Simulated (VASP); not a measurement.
# CH4 in VASP: a series of runs, part 2 of 2

VASP 6.6.1.

## (3) Relaxation of the atoms, PBE

Input file INCAR:

```
ALGO = Normal
EDIFF = 1E-6
EDIFFG = -0.005
ENCUT = 520
GGA = PE
IBRION = 2
ISIF = 2
ISMEAR = 0
LASPH = T
LCHARG = F
LREAL = F
LWAVE = F
NELM = 100
NSW = 80
PREC = Accurate
SIGMA = 0.01
```

Input file KPOINTS:

```
k-points
0
Gamma
  1 1 1
```

Input file POSCAR:

```
H4C
1.0
   12.0000000000      0.0000000000      0.0000000000
    0.0000000000     12.0000000000      0.0000000000
    0.0000000000      0.0000000000     12.0000000000
C H
1 4
Direct
    0.4985081112      0.4975892635      0.4960071125
    0.4432397683      0.4551462926      0.4374577421
    0.5567602317      0.4374821646      0.5317541602
    0.4490943326      0.5352107621      0.5625422579
    0.5449381129      0.5625178354      0.4522742890
```

Potentials or basis: VASP PAW PBE potentials, release 64 (C, H).

The run is started by

```console
$ cat potpaw_PBE.64/C/POTCAR potpaw_PBE.64/H/POTCAR > POTCAR
$ mpirun -np 1 vasp_gam > vasp.out
```

OUTCAR:

```text
EDIFF = 1E-6
   EDIFFG = -0.005
   ENCUT = 520
   GGA = PE
   IBRION = 2
   ISIF = 2
   ISMEAR = 0
   LASPH = T
   LREAL = F
   NELM = 100
   NSW = 80
   PREC = Accurate

 ion  position               nearest neighbor table
   1  0.499  0.498  0.496-   4 1.09   2 1.09   3 1.09   5 1.09
   2  0.443  0.455  0.437-   1 1.09
   3  0.557  0.437  0.532-   1 1.09
   4  0.449  0.535  0.563-   1 1.09
   5  0.545  0.563  0.452-   1 1.09

  LATTYP: Found a simple cubic cell.
 ALAT       =    12.0000000000

  Lattice vectors:

 A1 = (  12.0000000000,   0.0000000000,   0.0000000000)
 A2 = (   0.0000000000,  12.0000000000,   0.0000000000)
 A3 = (   0.0000000000,   0.0000000000,  12.0000000000)

Analysis of symmetry for initial positions (statically):
=====================================================================
 Subroutine PRICEL returns:
 Original cell was already a primitive cell.

 Routine SETGRP: Setting up the symmetry group for a
 simple cubic supercell.

 Subroutine GETGRP returns: Found  1 space group operations
 (whereof  1 operations were pure point group operations)
 out of a pool of 48 trial point group operations.

The static configuration has the point symmetry C_1 .

Analysis of symmetry for dynamics (positions and initial velocities):
=====================================================================
 Subroutine PRICEL returns:
 Original cell was already a primitive cell.

 Routine SETGRP: Setting up the symmetry group for a
 simple cubic supercell.

 Subroutine GETGRP returns: Found  1 space group operations
 (whereof  1 operations were pure point group operations)
 out of a pool of 48 trial point group operations.

The dynamic configuration has the point symmetry C_1 .

 Subroutine INISYM returns: Found  1 space group operations
 (whereof  1 operations are pure point group operations),
 and found     1 'primitive' translations

----------------------------------------------------------------------------------------

                                     Primitive cell

  volume of cell :    1728.0000

  direct lattice vectors                    reciprocal lattice vectors
    12.000000000  0.000000000  0.000000000     0.083333333  0.000000000  0.000000000
     0.000000000 12.000000000  0.000000000     0.000000000  0.083333333  0.000000000
     0.000000000  0.000000000 12.000000000     0.000000000  0.000000000  0.083333333

  length of vectors
    12.000000000 12.000000000 12.000000000     0.083333333  0.083333333  0.083333333

  position of ions in fractional coordinates (direct lattice)
     0.498508111  0.497589263  0.496007113
     0.443239768  0.455146293  0.437457742
     0.556760232  0.437482165  0.531754160
     0.449094333  0.535210762  0.562542258
     0.544938113  0.562517835  0.452274289

  ion indices of the primitive-cell ions
   primitive index   ion index
                 1           1
                 2           2
                 3           3
                 4           4
                 5           5

----------------------------------------------------------------------------------------

 KPOINTS: k-points

Automatic generation of k-mesh.
 Grid dimensions read from file:
 generate k-points for:    1    1    1

 Generating k-lattice:

  Cartesian coordinates                     Fractional coordinates (reciprocal lattice)
     0.083333333  0.000000000  0.000000000     1.000000000  0.000000000  0.000000000
     0.000000000  0.083333333  0.000000000     0.000000000  1.000000000  0.000000000
     0.000000000  0.000000000  0.083333333     0.000000000  0.000000000  1.000000000

  Length of vectors
     0.083333333  0.083333333  0.083333333

  Shift w.r.t. Gamma in fractional coordinates (k-lattice)
     0.000000000  0.000000000  0.000000000

 Subroutine IBZKPT returns following result:
 ===========================================

 Found      1 irreducible k-points:

 Following reciprocal coordinates:
            Coordinates               Weight
  0.000000  0.000000  0.000000      1.000000
   k-points           NKPTS =      1   k-points in BZ     NKDIM =      1   number of bands    NBANDS=      8
   number of dos      NEDOS =    301   number of ions     NIONS =      5
   total plane-waves  NPLWV = 729000
   dimension x,y,z NGX =    90 NGY =   90 NGZ =   90
   dimension x,y,z NGXF=   180 NGYF=  180 NGZF=  180
   ions per type =               1   4
   NGX,Y,Z   is equivalent  to a cutoff of  12.47, 12.47, 12.47 a.u.
   NGXF,Y,Z  is equivalent  to a cutoff of  24.94, 24.94, 24.94 a.u.
 SYSTEM =  unknown system
   PREC   = accura    normal or accurate (medium, high low for compatibility)
   ISTART =      0    job   : 0-new  1-cont  2-samecut
   ICHARG =      2    charge: 1-file 2-atom 10-const
   ISPIN  =      1    spin polarized calculation?
   LNONCOLLINEAR =      F non collinear calculations
   LSORBIT =      F    spin-orbit coupling
   LASPH  =      T    aspherical Exc in radial PAW
   ENCUT  =  520.0 eV  38.22 Ry    6.18 a.u.  22.31 22.31 22.31*2*pi/ulx,y,z
   NELM   =    100;   NELMIN=  2; NELMDL= -5     # of ELM steps
   EDIFF  = 0.1E-05   stopping-criterion for ELM
   LREAL  =      F    real-space projection
   EDIFFG = -.5E-02   stopping-criterion for IOM
   NSW    =     80    number of steps for IOM
   IBRION =      2    ionic relax: 0-MD 1-quasi-New 2-CG
   NFREE  =      1    steps in history (QN), initial steepest desc. (CG)
   ISIF   =      2    stress and relaxation
   ISYM   =      2    0-nonsym 1-usesym 2-fastsym
   POTIM  = 0.5000    time-step for ionic-motion
   TEBEG  =    0.0;   TEEND  =   0.0 temperature during run
   PSTRESS=    0.0 pullay stress
   NELECT =       8.0000    total number of electrons
   NUPDOWN=      -1.0000    fix difference up-down
   EMIN   =  10.00;   EMAX   =-10.00  energy-range for DOS
   EFERMI =   0.00;   METHOD = LEGACY
   ISMEAR =     0;   SIGMA  =   0.01  broadening in eV -4-tet -1-fermi 0-gaus
   EFERMI_NEDOS =   21; number of points for ismear=-14 and -15
   IALGO  =     38    algorithm
   IMIX   =      4    mixing-type and parameters
     AMIX     =   0.40;   BMIX     =  1.00
     AMIX_MAG =   1.60;   BMIX_MAG =  1.00
  volume/ion in A,a.u.               =     345.60      2332.22
  Fermi-wavevector in a.u.,A,eV,Ry     =   0.272850  0.515611  1.012913  0.074447
  Thomas-Fermi vector in A             =   1.113822
   LORBIT       =      0    0 simple, 1 ext, 2 COOP (PROOUT), +10 PAW based schemes
   GGA     = PE    functional components
   LHFCALC =     F    Hartree Fock is set to
   AEXX    =    0.0000 exact exchange contribution
   IVDW    =     0    specifies the selected vdW correction
   LEPSILON=     F    determine dielectric tensor
   LRPA    =     F    only Hartree local field effects (RPA)
 conjugate gradient relaxation of ions
 non-spin polarized calculation
 Gauss-broadening in eV      SIGMA  =   0.01
  energy-cutoff  :      520.00
  volume of cell :     1728.00
 maximum number of plane-waves:     23293
 NGX is ok and might be reduce to    90
   NGX = 45   NGY = 45   NGZ = 45

--------------------------------------- Ionic step        1  -------------------------------------------

 number of electron       7.9999999 magnetization

 Free energy of the ion-electron system (eV)
  ---------------------------------------------------
  ext. energy  EPLUGINS =         0.00000000
  ---------------------------------------------------
  free energy    TOTEN  =       -24.04078796 eV

  energy without entropy =      -24.04078796  energy(sigma->0) =      -24.04078796

------------------------ aborting loop because EDIFF is reached ----------------------------------------

  FORCE on cell =-STRESS in cart. coord.  units (eV):
  Direction    XX          YY          ZZ          XY          YZ          ZX
  --------------------------------------------------------------------------------------
  -------------------------------------------------------------------------------------
  Total        0.1134681      0.1131442      0.1132349     -0.0000077      0.0000150     -0.0000078
  in kB        0.1052061      0.1049057      0.1049898     -0.0000071      0.0000139     -0.0000073
  external PRESSURE =       0.1050339 kB  Pullay stress =       0.0000000 kB
[... 63 lines left out ...]
  energy  without entropy=      -24.0413834401  energy(sigma->0) =      -24.04138344

--------------------------------------- Ionic step        3  -------------------------------------------

 number of electron       8.0000000 magnetization

 Free energy of the ion-electron system (eV)
  ---------------------------------------------------
  ext. energy  EPLUGINS =         0.00000000
  ---------------------------------------------------
  free energy    TOTEN  =       -24.04169173 eV

  energy without entropy =      -24.04169173  energy(sigma->0) =      -24.04169173

 E-fermi :  -9.2568     XC(G=0):  -0.4249

 val. band max:       -9.3420575269   @ k =   0.0000   0.0000   0.0000
 cond. band min:      -0.4679189022   @ k =   0.0000   0.0000   0.0000
 fundamental gap:      8.8741386247
 Fermi energy:        -9.2568071991

 k-point     1 :       0.0000    0.0000    0.0000
  band No.  band energies     occupation
      1     -16.9366      2.00000
      2      -9.3422      2.00000
      3      -9.3421      2.00000
      4      -9.3421      2.00000
      5      -0.4679      0.00000
      6       0.5700      0.00000
      7       0.7199      0.00000
      8       0.7215      0.00000

------------------------ aborting loop because EDIFF is reached ----------------------------------------
[... 28 lines left out ...]
  FREE ENERGIE OF THE ION-ELECTRON SYSTEM (eV)
  ---------------------------------------------------
  free  energy   TOTEN  =       -24.0416917322 eV

  energy  without entropy=      -24.0416917322  energy(sigma->0) =      -24.04169173

 reached required accuracy - stopping structural energy minimisation
```

CONTCAR:

```text
H4C
   1.00000000000000
    12.0000000000000000    0.0000000000000000    0.0000000000000000
     0.0000000000000000   12.0000000000000000    0.0000000000000000
     0.0000000000000000    0.0000000000000000   12.0000000000000000
  C               H
     1     4
Direct
     0.4985083060571264    0.4975892929930703    0.4960067627920448
     0.4430517764798312    0.4550019297313191    0.4372586728203887
     0.5569583301631921    0.4372776111216155    0.5318755070936826
     0.4489262170621684    0.5353389039157055    0.5627686395613339
     0.5450959269376818    0.5627385804382851    0.4521259794325565

  0.00000000E+00  0.00000000E+00  0.00000000E+00
  0.00000000E+00  0.00000000E+00  0.00000000E+00
  0.00000000E+00  0.00000000E+00  0.00000000E+00
  0.00000000E+00  0.00000000E+00  0.00000000E+00
  0.00000000E+00  0.00000000E+00  0.00000000E+00
```

Wall time 3.3 min (1 thread of Intel Xeon Platinum 8259CL at 2.50GHz (Skylake/Cascade Lake), shared host); peak memory 1.4 GiB.

Results:

| Quantity | Value |
| --- | --- |
| Free energy | -24.0417 eV |
| Energy gained by relaxing | 0.2 meV/atom |
| Ionic steps | 3 |
| Largest force after relaxing | 0.004 eV/Å |
| Gap between the frontier levels | 8.87 eV |

Forces in eV/Å, atoms in the order of the input:
```
C    0.000  0.000  0.000
H   -0.002 -0.002 -0.002
H    0.002 -0.003  0.001
H   -0.002  0.002  0.003
H    0.002  0.003 -0.002
```

Step by step:
```
step  energy change (eV)  largest force (eV/Å)  pressure (GPa)
   1              0.0000                0.1224            0.01
   2             -0.0006                0.0708           -0.02
   3             -0.0009                0.0039           -0.01
```

Final structure:
```
CELL_PARAMETERS angstrom
12.00000 0.00000 0.00000
0.00000 12.00000 0.00000
0.00000 0.00000 12.00000
ATOMIC_POSITIONS crystal
C 0.49851 0.49759 0.49601
H 0.44305 0.45500 0.43726
H 0.55696 0.43728 0.53188
H 0.44893 0.53534 0.56277
H 0.54510 0.56274 0.45213
```
